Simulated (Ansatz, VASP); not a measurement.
**SnO in VASP and in Ansatz**

```
Sn O
1.0
     3.73420    0.00000    0.00000
     0.00000    3.73420    0.00000
     0.00000    0.00000    4.75874
Sn O
2 2
Cartesian
  1.8671 0.0000 1.1273
  0.0000 1.8671 3.6314
  0.0000 0.0000 0.0000
  1.8671 1.8671 0.0000
```

Alike in both runs: task single point; functional pbe exchange, lda correlation; k mesh 5 × 5 × 4; no spin polarisation.

|  | VASP | Ansatz |
| --- | --- | --- |
| version | VASP 6.6.1 | Ansatz 0.2.0 |
| potentials or method | VASP PAW PBE potentials, release 64 (Sn_d, O), cutoff 600 eV | plane waves, PAW |
| occupations | gaussian, width 0.01 eV | fixed |
| valence electrons in the cell | 40 | 40 |

|  | VASP | Ansatz | Ansatz less VASP |
| --- | --- | --- | --- |
| pressure (GPa) | 19.4 | 19.1 | -0.25 |
| traceless stress, the component that is largest in VASP (GPa) | -2.62 | -2.65 | -0.023 |

VASP's potentials were made for PBE, not for pbe exchange, lda correlation.
